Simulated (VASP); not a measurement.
# Ag (Fm-3m) in VASP: notebook

Runs on Ag. Level: PBE. Tasks: single point, relaxation of cell and atoms.

All numbers are computed with VASP 6.6.1; they aren't measurements. Logs are shortened: lines on timing, memory, paths and dates and some standing lists are left out, and cuts for length are marked.

### Step 1. The cell of the first run

The structure is cubic, space group Fm-3m (No. 225). Conventional cell: a = 4.135 Å, b = 4.135 Å, c = 4.135 Å, α = 90.00°, β = 90.00°, γ = 90.00°. Ag (site symmetry m-3m) has 12 Ag at 2.92 Å within 3.9 Å.

### Step 2. Single point, PBE

Contents of INCAR:

```
PREC     = Accurate       # precision mode
ENCUT    = 520            # plane-wave cutoff, eV
EDIFF    = 1E-6           # SCF threshold, eV
ISMEAR   = 0              # smearing method
SIGMA    = 0.1            # smearing width, eV
LREAL    = False          # projectors in reciprocal space
LASPH    = True           # aspherical terms in the spheres
NELM     = 80             # most SCF steps
ALGO     = Normal         # electronic algorithm
ISIF     = 2              # what is computed and relaxed
LWAVE    = False          # write WAVECAR
LCHARG   = False          # write CHGCAR
GGA      = PE             # functional
NBANDS   = 12             # bands
```

Contents of KPOINTS:

```
Automatic mesh
0
Gamma
  8 8 8
```

Contents of POSCAR:

```
Ag
1.0
    0.0000000000      2.0675000000      2.0675000000
    2.0675000000      0.0000000000      2.0675000000
    2.0675000000      2.0675000000      0.0000000000
Ag
1
Direct
    0.0000000000      0.0000000000      0.0000000000
```

Potentials or basis: VASP PAW PBE potentials, release 64 (Ag).

Launch:

```console
$ cat potpaw_PBE.64/Ag/POTCAR > POTCAR
$ mpirun -np 1 vasp_std > vasp.out
```

OUTCAR:

```text
PREC = Accurate
   ENCUT = 520
   EDIFF = 1E-6
   ISMEAR = 0
   LREAL = False
   LASPH = True
   NELM = 80
   ISIF = 2
   GGA = PE

 ion  position               nearest neighbor table
   1  0.000  0.000  0.000-

  LATTYP: Found a face centered cubic cell.
 ALAT       =     4.1350000000

  Lattice vectors:

 A1 = (   0.0000000000,   2.0675000000,   2.0675000000)
 A2 = (   2.0675000000,   0.0000000000,   2.0675000000)
 A3 = (   2.0675000000,   2.0675000000,   0.0000000000)

Analysis of symmetry for initial positions (statically):
=====================================================================
 Subroutine PRICEL returns:
 Original cell was already a primitive cell.

 Routine SETGRP: Setting up the symmetry group for a
 face centered cubic supercell.

 Subroutine GETGRP returns: Found 48 space group operations
 (whereof 48 operations were pure point group operations)
 out of a pool of 48 trial point group operations.

The static configuration has the point symmetry O_h .

Analysis of symmetry for dynamics (positions and initial velocities):
=====================================================================
 Subroutine PRICEL returns:
 Original cell was already a primitive cell.

 Routine SETGRP: Setting up the symmetry group for a
 face centered cubic supercell.

 Subroutine GETGRP returns: Found 48 space group operations
 (whereof 48 operations were pure point group operations)
 out of a pool of 48 trial point group operations.

The dynamic configuration has the point symmetry O_h .

 Subroutine INISYM returns: Found 48 space group operations
 (whereof 48 operations are pure point group operations),
 and found     1 'primitive' translations

----------------------------------------------------------------------------------------

                                     Primitive cell

  volume of cell :      17.6753

  direct lattice vectors                    reciprocal lattice vectors
     0.000000000  2.067500000  2.067500000    -0.241837969  0.241837969  0.241837969
     2.067500000  0.000000000  2.067500000     0.241837969 -0.241837969  0.241837969
     2.067500000  2.067500000  0.000000000     0.241837969  0.241837969 -0.241837969

  length of vectors
     2.923886540  2.923886540  2.923886540     0.418875649  0.418875649  0.418875649

  position of ions in fractional coordinates (direct lattice)
     0.000000000  0.000000000  0.000000000

  ion indices of the primitive-cell ions
   primitive index   ion index
                 1           1

[... 76 lines left out ...]
   NFREE  =      0    steps in history (QN), initial steepest desc. (CG)
   ISIF   =      2    stress and relaxation
   ISYM   =      2    0-nonsym 1-usesym 2-fastsym
   POTIM  = 0.5000    time-step for ionic-motion
   TEBEG  =    0.0;   TEEND  =   0.0 temperature during run
   PSTRESS=    0.0 pullay stress
   NELECT =      11.0000    total number of electrons
   NUPDOWN=      -1.0000    fix difference up-down
   EMIN   =  10.00;   EMAX   =-10.00  energy-range for DOS
   EFERMI =   0.00;   METHOD = LEGACY
   ISMEAR =     0;   SIGMA  =   0.10  broadening in eV -4-tet -1-fermi 0-gaus
   EFERMI_NEDOS =   21; number of points for ismear=-14 and -15
   IALGO  =     38    algorithm
   IMIX   =      4    mixing-type and parameters
     AMIX     =   0.40;   BMIX     =  1.00
     AMIX_MAG =   1.60;   BMIX_MAG =  1.00
  volume/ion in A,a.u.               =      17.68       119.28
  Fermi-wavevector in a.u.,A,eV,Ry     =   1.397709  2.641288 26.580226  1.953591
  Thomas-Fermi vector in A             =   2.520939
   LORBIT       =      0    0 simple, 1 ext, 2 COOP (PROOUT), +10 PAW based schemes
   GGA     = PE    functional components
   LHFCALC =     F    Hartree Fock is set to
   AEXX    =    0.0000 exact exchange contribution
   IVDW    =     0    specifies the selected vdW correction
   LEPSILON=     F    determine dielectric tensor
   LRPA    =     F    only Hartree local field effects (RPA)
 non-spin polarized calculation
 Gauss-broadening in eV      SIGMA  =   0.10
  energy-cutoff  :      520.00
  volume of cell :       17.68
 maximum number of plane-waves:       531
 NGX is ok and might be reduce to    24
   NGX = 11   NGY = 11   NGZ = 11

 number of electron      10.9999999 magnetization

 Free energy of the ion-electron system (eV)
  ---------------------------------------------------
  ext. energy  EPLUGINS =         0.00000000
  ---------------------------------------------------
  free energy    TOTEN  =        -2.69052864 eV

  energy without entropy =       -2.68741839  energy(sigma->0) =       -2.68897351

 E-fermi :   7.7306     XC(G=0): -11.9948

 val. band max:        7.6534110423   @ k =   0.5000   0.2500   0.1250
 cond. band min:       8.1468430805   @ k =   0.5000   0.3750   0.1250
 fundamental gap:      0.4934320382
 Fermi energy:         7.7305670113

 k-point     1 :       0.0000    0.0000    0.0000
  band No.  band energies     occupation
      1       0.4336      2.00000
      2       3.2676      2.00000
      3       3.2676      2.00000
      4       3.2676      2.00000
      5       4.2381      2.00000
      6       4.2381      2.00000
      7      23.8828      0.00000
      8      27.2475      0.00000
      9      27.2475      0.00000
     10      27.2475      0.00000
     11      31.9664      0.00000
     12      32.8857      0.00000
[... 331 lines left out ...]
 k-point    24 :      -0.3750    0.2500    0.1250
  band No.  band energies     occupation
      1       2.3974      2.00000
      2       2.8507      2.00000
      3       3.6894      2.00000
      4       3.8358      2.00000
      5       4.9153      2.00000
      6      10.1970      0.00000
      7      11.7183      0.00000
      8      20.0444      0.00000
      9      20.2749      0.00000
     10      26.1443      0.00000
     11      30.7469      0.00000
     12      34.8067      0.00000

 [... further k-points ...]
[... 5 lines left out ...]
  --------------------------------------------------------------------------------------
  -------------------------------------------------------------------------------------
  Total        0.1372979      0.1372979      0.1372979     -0.0000000      0.0000000      0.0000000
  in kB       12.4453697     12.4453697     12.4453697     -0.0000000      0.0000000      0.0000000
  external PRESSURE =      12.4453697 kB  Pullay stress =       0.0000000 kB

 VOLUME and BASIS-vectors are now :
 -----------------------------------------------------------------------------
  energy-cutoff  :      520.00
  volume of cell :       17.68
      direct lattice vectors                 reciprocal lattice vectors
     0.000000000  2.067500000  2.067500000    -0.241837969  0.241837969  0.241837969
     2.067500000  0.000000000  2.067500000     0.241837969 -0.241837969  0.241837969
     2.067500000  2.067500000  0.000000000     0.241837969  0.241837969 -0.241837969

 POSITION                                       TOTAL-FORCE (eV/Angst)
 -----------------------------------------------------------------------------------
      0.00000      0.00000      0.00000         0.000000      0.000000     -0.000000
 -----------------------------------------------------------------------------------
    total drift:                               -0.000000      0.000000      0.000000

  FREE ENERGIE OF THE ION-ELECTRON SYSTEM (eV)
  ---------------------------------------------------
  free  energy   TOTEN  =        -2.6905286351 eV

  energy  without entropy=       -2.6874183908  energy(sigma->0) =       -2.68897351
```

OSZICAR:

```text
N       E                     dE             d eps       ncg     rms          rms(c)
DAV:   1     0.534227581237E+02    0.53423E+02   -0.53706E+03   696   0.817E+02
DAV:   2    -0.213975287947E+01   -0.55563E+02   -0.52855E+02   784   0.197E+02
DAV:   3    -0.292861586029E+01   -0.78886E+00   -0.78851E+00   836   0.251E+01
DAV:   4    -0.293085901552E+01   -0.22432E-02   -0.22430E-02   796   0.138E+00
DAV:   5    -0.293087713076E+01   -0.18115E-04   -0.18115E-04   848   0.116E-01    0.481E+00
DAV:   6    -0.270005887602E+01    0.23082E+00   -0.92687E-01   748   0.854E+00    0.316E+00
DAV:   7    -0.269307720743E+01    0.69817E-02   -0.85818E-03   816   0.879E-01    0.180E+00
DAV:   8    -0.269051690510E+01    0.25603E-02   -0.68083E-04   756   0.202E-01    0.882E-02
DAV:   9    -0.269052338179E+01   -0.64767E-05   -0.69031E-06   832   0.189E-02    0.269E-02
DAV:  10    -0.269052907901E+01   -0.56972E-05   -0.39696E-06   768   0.189E-02    0.585E-03
DAV:  11    -0.269052863506E+01    0.44395E-06   -0.62371E-08   400   0.199E-03
   1 F= -.26905286E+01 E0= -.26889735E+01  d E =-.311024E-02
```

stdout:

```text
POSCAR found type information on POSCAR Ag
 POSCAR found :  1 types and       1 ions
 scaLAPACK will be used
 LDA part: xc-table for (Slater+PW92), standard interpolation
 POSCAR, INCAR and KPOINTS ok, starting setup
 FFT: planning ... GRIDC
 FFT: planning ... GRID_SOFT
 FFT: planning ... GRID
 WAVECAR not read
 entering main loop
```

Run time: 3.6 s. Hardware: 1 thread of Intel Xeon Platinum 8488C (Sapphire Rapids), shared host; peak memory 0.13 GiB.

Results:

```
Free energy : -2.6905 eV
Pressure    : 1.2 GPa
```

Levels at points of the mesh, in eV from the Fermi level:
| k point | band 3 | band 4 | band 5 | band 6 | band 7 | band 8 | band 9 | band 10 |
| --- | --- | --- | --- | --- | --- | --- | --- | --- |
| (0.00, 0.00, 0.00) | -4.46 | -4.46 | -3.49 | -3.49 | 16.15 | 19.52 | 19.52 | 19.52 |
| (0.50, 0.00, 0.00) | -4.48 | -2.75 | -2.75 | -0.09 | 3.62 | 15.38 | 17.71 | 17.71 |
| (0.50, 0.50, 0.00) | -2.78 | -2.55 | -2.55 | 1.85 | 6.68 | 10.69 | 10.69 | 16.97 |

### Step 3. Single point, PBE

This run uses another cell than the first one, of 17.85 Å³/atom, 1.010 times its volume.

Contents of INCAR:

```
SYSTEM = Ag
PREC = Accurate ; ENCUT = 520
EDIFF = 1E-6 ; ISMEAR = 0
SIGMA = 0.1 ; LREAL = .FALSE.
LASPH = .TRUE. ; NELM = 60
ALGO = Normal ; ISIF = 2
LWAVE = .FALSE. ; LCHARG = .FALSE.
GGA = PE ; NBANDS = 12
```

Contents of KPOINTS:

```
Automatic mesh
0
G
  18 18 18
  0 0 0
```

Contents of POSCAR:

```
Ag
1.0
    0.0000000000      2.0740987789      2.0740987789
    2.0740987789      0.0000000000      2.0740987789
    2.0740987789      2.0740987789      0.0000000000
Ag
1
Direct
    0.0000000000      0.0000000000      0.0000000000
```

Potentials or basis: VASP PAW PBE potentials, release 64 (Ag).

Launch:

```console
$ cat potpaw_PBE.64/Ag/POTCAR > POTCAR
$ mpirun -np 1 vasp_std > vasp.out
```

It took 14 s on 1 thread of Intel Xeon Platinum 8488C (Sapphire Rapids), shared host; peak memory 0.17 GiB.

Results (log left out):

| Quantity | Value |
| --- | --- |
| Free energy | -2.7208 eV |
| Pressure | -0.2 GPa |

Levels at points of the mesh, in eV from the Fermi level:
```tsv
k point	band 3	band 4	band 5	band 6	band 7	band 8	band 9	band 10
(0.00, 0.00, 0.00)	-4.62	-4.62	-3.66	-3.66	15.95	19.26	19.26	19.26
(0.50, 0.00, 0.00)	-4.63	-2.93	-2.93	-0.24	3.39	15.18	17.43	17.43
(0.50, 0.50, 0.00)	-2.96	-2.74	-2.74	1.68	6.43	10.47	10.47	16.68
```

### Step 4. Single point, PBE

This run uses another cell than the first one, of 17.86 Å³/atom, 1.010 times its volume.

Contents of INCAR:

```
SYSTEM = Ag
ALGO     = Fast           ! electronic algorithm
EDIFF    = 1E-6           ! SCF threshold, eV
ENCUT    = 520            ! plane-wave cutoff, eV
GGA      = PE             ! functional
ISIF     = 2              ! what is computed and relaxed
ISMEAR   = -1             ! smearing method
LASPH    = .TRUE.         ! aspherical terms in the spheres
LCHARG   = .TRUE.         ! write CHGCAR
LELF     = .TRUE.         ! ELF
LREAL    = .FALSE.        ! projectors in reciprocal space
LVHAR    = .TRUE.       
LWAVE    = .FALSE.        ! write WAVECAR
NBANDS   = 12             ! bands
NELM     = 80             ! most SCF steps
PREC     = Accurate       ! precision mode
SIGMA    = 0.15           ! smearing width, eV
```

Contents of KPOINTS:

```
k-points
0
G
  18 18 18
  0 0 0
```

Contents of POSCAR:

```
Ag
1.0
    0.0000000000      2.0745416314      2.0745416314
    2.0745416314      0.0000000000      2.0745416314
    2.0745416314      2.0745416314      0.0000000000
Ag
1
Direct
    0.0000000000      0.0000000000      0.0000000000
```

Launch:

```console
$ cat potpaw_PBE.64/Ag/POTCAR > POTCAR
$ mpirun -np 1 vasp_std > vasp.out
```

Run time: 18 s. Hardware: 1 thread of Intel Xeon Platinum 8488C (Sapphire Rapids), shared host; peak memory 0.17 GiB.

Results (log left out):

| Property | Result |
| --- | --- |
| Free energy | -2.7289 eV |
| Pressure | -0.1 GPa |

Levels at points of the mesh, in eV from the Fermi level:
| k point | band 4 | band 5 | band 6 | band 7 | band 8 | band 9 |
| --- | --- | --- | --- | --- | --- | --- |
| (0.00, 0.00, 0.00) | -4.66 | -3.71 | -3.71 | 15.90 | 19.21 | 19.21 |
| (0.50, 0.00, 0.00) | -2.97 | -2.97 | -0.29 | 3.34 | 15.13 | 17.38 |
| (0.50, 0.50, 0.00) | -2.78 | -2.78 | 1.64 | 6.38 | 10.42 | 10.42 |

(Continued in part 2 of 2.)
